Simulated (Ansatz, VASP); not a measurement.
**Ca2Zr2N in VASP and in Ansatz**

```
CELL_PARAMETERS angstrom
3.43721 0.00000 0.00000
-1.71861 2.97671 0.00000
0.00000 0.00000 11.62957
ATOMIC_POSITIONS crystal
Ca 0.33333 0.66667 0.64214
Ca 0.66667 0.33333 0.35786
Zr 0.33333 0.66667 0.09942
Zr 0.66667 0.33333 0.90058
N 0.00000 0.00000 0.00000
```

Change from the starting cell: species swapped into the CaCd2P2 type (P-3m1, No. 164).

Alike in both runs: functional PBE; k mesh 6 × 6 × 4; occupations gaussian, width 0.1 eV; no spin polarisation.

Ansatz relaxed the structure, and its values are those at the end. VASP's run is a single point on that final structure, the one shown.

```csv
,VASP,Ansatz
version,VASP 6.6.1,Ansatz 0.2.0
potentials or method,"VASP PAW PBE potentials, release 64 (Ca_sv, Zr_sv, N), cutoff 520 eV","scalar-relativistic, plane waves, PAW"
valence electrons in the cell,49,49
```

Ansatz gave:

```
gap on the k mesh at the Fermi level (eV) : none
pressure (GPa)                            : 0.1
rms of the force components (eV/Å)        : 0.003
```

Q: What did VASP give for the same quantities?

A: gap on the k mesh at the Fermi level (eV): none; pressure (GPa): 0.2; rms of the force components (eV/Å): 0.004.

A gap of «none» marks a metal or a gap that the smearing closes.
